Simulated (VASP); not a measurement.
# BN in VASP: single point with PBE

Aim: the single point of BN with PBE.

All numbers are computed with VASP 6.6.1; they aren't measurements. Logs are shortened: lines on timing, memory, paths and dates and some standing lists are left out, and cuts for length are marked.

## Step 1: The cell of the first run

The cell holds a wire or tube with vacuum around it, 20 atoms: a = 13.400 Å, b = 11.900 Å, c = 6.334 Å, α = 90.00°, β = 90.00°, γ = 90.00°.

## Step 2: Single point, PBE, collinear spin, ferromagnetic start

File INCAR:

```
SYSTEM = BN
  PREC = Accurate
  ENCUT = 520
  EDIFF = 1E-6
  ISMEAR = 0
  SIGMA = 0.05
  LREAL = Auto
  LASPH = .True.
  NELM = 150
  ALGO = Normal
  ISIF = 2
  LWAVE = .False.
  LCHARG = .True.
  ISPIN = 2
  MAGMOM = 0.3 0.3 0.3 0.3 0.3 0.3 0.3 0.3 0.3 0.3 0.3 0.3 0.3 0.3 0.3 0.3 0.3 0.3 0.3 0.3
  LORBIT = 11
  GGA = PE
  LELF = .True.
  LVHAR = .True.
  NBANDS = 60
```

File KPOINTS:

```
regular mesh
0
Gamma
  1 1 6
  0 0 0
```

File POSCAR:

```
BN
1.0
   13.4000000000      0.0000000000      0.0000000000
    0.0000000000     11.9000000000      0.0000000000
    0.0000000000      0.0000000000      6.3342022585
B N
10 10
Direct
    0.6461586378      0.5000000000      0.0277259512
    0.3500820792      0.5000000000      0.7360050317
    0.3988202872      0.5000000000      0.3553603263
    0.6239289689      0.5000000000      0.6437450106
    0.4276031144      0.3966166305      0.0297299351
    0.5454565707      0.4081185496      0.3336004634
    0.5223758000      0.6556995511      0.7125396692
    0.4276031144      0.6033833695      0.0297299351
    0.5454565707      0.5918814504      0.3336004634
    0.5223758000      0.3443004489      0.7125396692
    0.6080100565      0.5000000000      0.2264586144
    0.3735827383      0.5000000000      0.9494767638
    0.3396766367      0.5000000000      0.5342941077
    0.6754387128      0.5000000000      0.8325085012
    0.4442974750      0.3933228219      0.2565519409
    0.5790250119      0.3924861070      0.5492241127
    0.4733929694      0.6779292109      0.8822333921
    0.4442974750      0.6066771781      0.2565519409
    0.5790250119      0.6075138930      0.5492241127
    0.4733929694      0.3220707891      0.8822333921
```

Potentials or basis: VASP PAW PBE potentials, release 64 (B, N).

On the command line:

```
> cat potpaw_PBE.64/B/POTCAR potpaw_PBE.64/N/POTCAR > POTCAR
> mpirun -np 1 vasp_std > vasp.out
```

OUTCAR:

```text
SYSTEM = BN
   PREC = Accurate
   ENCUT = 520
   EDIFF = 1E-6
   ISMEAR = 0
   LREAL = Auto
   LASPH = .True.
   NELM = 150
   ISIF = 2
   ISPIN = 2
   LORBIT = 11
   GGA = PE

 ion  position               nearest neighbor table
   1  0.646  0.500  0.028-  14 1.30  11 1.36
   2  0.350  0.500  0.736-  13 1.29  12 1.39
   3  0.399  0.500  0.355-  13 1.38  15 1.54  18 1.54
   4  0.624  0.500  0.644-  14 1.38  16 1.54  19 1.54
   5  0.428  0.397  0.030-  20 1.43  15 1.45  12 1.52
   6  0.545  0.408  0.334-  16 1.45  15 1.45  11 1.54
   7  0.522  0.656  0.713-  17 1.29  19 1.41
   8  0.428  0.603  0.030-  17 1.43  18 1.45  12 1.52
   9  0.545  0.592  0.334-  19 1.45  18 1.45  11 1.54
  10  0.522  0.344  0.713-  20 1.29  16 1.41
  11  0.608  0.500  0.226-   1 1.36   6 1.54   9 1.54
  12  0.374  0.500  0.949-   2 1.39   5 1.52   8 1.52
  13  0.340  0.500  0.534-   2 1.29   3 1.38
  14  0.675  0.500  0.833-   1 1.30   4 1.38
  15  0.444  0.393  0.257-   6 1.45   5 1.45   3 1.54
  16  0.579  0.392  0.549-  10 1.41   6 1.45   4 1.54
  17  0.473  0.678  0.882-   7 1.29   8 1.43
  18  0.444  0.607  0.257-   9 1.45   8 1.45   3 1.54
  19  0.579  0.608  0.549-   7 1.41   9 1.45   4 1.54
  20  0.473  0.322  0.882-  10 1.29   5 1.43

  LATTYP: Found a simple orthorhombic cell.
 ALAT       =     6.3342022585
 B/A-ratio  =     1.8786896146
 C/A-ratio  =     2.1154992299

  Lattice vectors:

 A1 = (   0.0000000000,   0.0000000000,  -6.3342022585)
 A2 = (   0.0000000000,  11.9000000000,   0.0000000000)
 A3 = (  13.4000000000,   0.0000000000,   0.0000000000)

Analysis of symmetry for initial positions (statically):
=====================================================================
 Subroutine PRICEL returns:
 Original cell was already a primitive cell.

 Routine SETGRP: Setting up the symmetry group for a
 simple orthorhombic supercell.

 Subroutine GETGRP returns: Found  2 space group operations
 (whereof  2 operations were pure point group operations)
 out of a pool of  8 trial point group operations.

The static configuration has the point symmetry C_1h.

Analysis of symmetry for dynamics (positions and initial velocities):
=====================================================================
 Subroutine PRICEL returns:
 Original cell was already a primitive cell.

 Routine SETGRP: Setting up the symmetry group for a
 simple orthorhombic supercell.

 Subroutine GETGRP returns: Found  2 space group operations
[... 175 lines left out ...]
 Free energy of the ion-electron system (eV)
  ---------------------------------------------------
  ext. energy  EPLUGINS =         0.00000000
  ---------------------------------------------------
  free energy    TOTEN  =      -159.83408098 eV

  energy without entropy =     -159.83408098  energy(sigma->0) =     -159.83408098

 E-fermi :  -4.6869     XC(G=0):  -2.6577

 val. band max:       -4.9582427361   @ k =   0.0000   0.0000   0.0000
 cond. band min:      -2.5310730344   @ k =   0.0000   0.0000   0.5000
 fundamental gap:      2.4271697017
 Fermi energy:        -4.6869179882

 spin component 1

 k-point     1 :       0.0000    0.0000    0.0000
  band No.  band energies     occupation
      1     -22.9021      1.00000
      2     -21.6815      1.00000
      3     -21.0276      1.00000
      4     -20.9097      1.00000
      5     -20.2105      1.00000
      6     -19.9425      1.00000
[... 209 lines left out ...]
     51       1.1901      0.00000
     52       1.2758      0.00000
 Fermi energy:        -4.6869179882

 spin component 2

 k-point     1 :       0.0000    0.0000    0.0000
  band No.  band energies     occupation
      1     -22.9021      1.00000
      2     -21.6815      1.00000
      3     -21.0276      1.00000
      4     -20.9097      1.00000
      5     -20.2105      1.00000
      6     -19.9425      1.00000
[... 209 lines left out ...]
     51       1.1896      0.00000
     52       1.2753      0.00000
 [bands above 52 left out]

------------------------ aborting loop because EDIFF is reached ----------------------------------------

  FORCE on cell =-STRESS in cart. coord.  units (eV):
  Direction    XX          YY          ZZ          XY          YZ          ZX
  --------------------------------------------------------------------------------------
  -------------------------------------------------------------------------------------
  Total       -0.0842208     -0.0560789     -0.1058507      0.0000000      0.0000000      0.1027132
  in kB       -0.1335938     -0.0889541     -0.1679039      0.0000000      0.0000000      0.1629270
  external PRESSURE =      -0.1301506 kB  Pullay stress =       0.0000000 kB

 VOLUME and BASIS-vectors are now :
 -----------------------------------------------------------------------------
  energy-cutoff  :      520.00
  volume of cell :     1010.05
      direct lattice vectors                 reciprocal lattice vectors
    13.400000000  0.000000000  0.000000000     0.074626866  0.000000000  0.000000000
     0.000000000 11.900000000  0.000000000     0.000000000  0.084033613  0.000000000
     0.000000000  0.000000000  6.334202259     0.000000000  0.000000000  0.157873077

 POSITION                                       TOTAL-FORCE (eV/Angst)
 -----------------------------------------------------------------------------------
      8.65853      5.95000      0.17562         0.020179      0.000000     -0.002675
      4.69110      5.95000      4.66200        -0.021662      0.000000     -0.010276
      5.34419      5.95000      2.25092        -0.036488      0.000000      0.012190
      8.36065      5.95000      4.07761         0.030344      0.000000     -0.001536
      5.72988      4.71974      0.18832        -0.014693     -0.023777     -0.001832
      7.30912      4.85661      2.11309         0.021452     -0.016493      0.014298
[... 12 lines left out ...]
      7.75894      7.22942      3.47890        -0.020101      0.012860      0.020858
      6.34347      3.83264      5.58824         0.021532      0.014676     -0.034710
 -----------------------------------------------------------------------------------
    total drift:                                0.006815     -0.000000     -0.004367

  FREE ENERGIE OF THE ION-ELECTRON SYSTEM (eV)
  ---------------------------------------------------
  free  energy   TOTEN  =      -159.8340809803 eV

  energy  without entropy=     -159.8340809803  energy(sigma->0) =     -159.83408098

 total charge

# of ion       s       p       d       tot
------------------------------------------
    1        0.802   1.414   0.000   2.216
    2        0.808   1.399   0.000   2.207
    3        0.717   1.293   0.000   2.011
    4        0.714   1.301   0.000   2.016
    5        0.719   1.337   0.000   2.055
    6        0.719   1.304   0.000   2.024
[... 12 lines left out ...]
   19        1.225   2.752   0.000   3.977
   20        1.248   2.696   0.000   3.944
--------------------------------------------------
tot         19.868  40.782   0.000  60.650

 magnetization (x)

# of ion       s       p       d       tot
------------------------------------------
    1       -0.000   0.000   0.000   0.000
    2       -0.000   0.000   0.000   0.000
    3       -0.000  -0.000   0.000  -0.000
    4       -0.000   0.000   0.000   0.000
    5        0.000   0.000   0.000   0.000
    6       -0.000  -0.000   0.000  -0.000
[... 12 lines left out ...]
   19        0.000   0.000   0.000   0.000
   20        0.000   0.000   0.000   0.000
--------------------------------------------------
tot          0.000   0.000   0.000   0.000
```

OSZICAR:

```text
N       E                     dE             d eps       ncg     rms          rms(c)
DAV:   1     0.721351001036E+03    0.72135E+03   -0.28552E+04  1040   0.977E+02
DAV:   2    -0.166290032638E+02   -0.73798E+03   -0.69632E+03  1464   0.233E+02
[... 20 lines left out ...]
DAV:  23    -0.159834020486E+03   -0.11296E-03   -0.85167E-06  1008   0.714E-03    0.107E-03
DAV:  24    -0.159834058652E+03   -0.38166E-04   -0.33843E-06   992   0.461E-03    0.633E-04
DAV:  25    -0.159834073148E+03   -0.14496E-04   -0.63286E-07   904   0.271E-03    0.427E-04
DAV:  26    -0.159834079361E+03   -0.62135E-05   -0.62118E-07   920   0.197E-03    0.217E-04
DAV:  27    -0.159834080499E+03   -0.11380E-05   -0.14564E-07   864   0.136E-03    0.145E-04
DAV:  28    -0.159834080980E+03   -0.48098E-06   -0.67158E-08   856   0.769E-04
   1 F= -.15983408E+03 E0= -.15983408E+03  d E =-.778245E-15  mag=    -0.0000
```

Wall time 12 min (1 thread of Intel Xeon 6975P-C (Granite Rapids), shared host); peak memory 1.3 GiB.

Results:

| Quantity | Value |
| --- | --- |
| Free energy | -159.8341 eV |
| Largest force | 0.054 eV/Å |
| Band gap on the k mesh | 2.43 eV (least direct gap 2.47 eV) |
| Net moment | 0.00 μB per cell |
| Valence electrons inside the program's atomic spheres | B 2.22, 2.21, 2.01, 2.02, 2.06, 2.19 (each value once); N 3.98, 3.97, 3.96, 3.94 (each value once) |

Forces in eV/Å, atoms in the order of the input:
```
B    0.020  0.000 -0.003
B   -0.022  0.000 -0.010
B   -0.036  0.000  0.012
B    0.030  0.000 -0.002
B   -0.015 -0.024 -0.002
B    0.021 -0.016  0.014
B   -0.002  0.017  0.011
B   -0.015  0.024 -0.002
B    0.021  0.016  0.014
B   -0.002 -0.017  0.011
N    0.013  0.000 -0.052
N   -0.006  0.000 -0.033
N    0.021  0.000  0.027
N   -0.025  0.000  0.036
N   -0.004  0.003  0.004
N   -0.020 -0.013  0.021
N    0.022 -0.015 -0.035
N   -0.004 -0.003  0.004
N   -0.020  0.013  0.021
N    0.022  0.015 -0.035
```
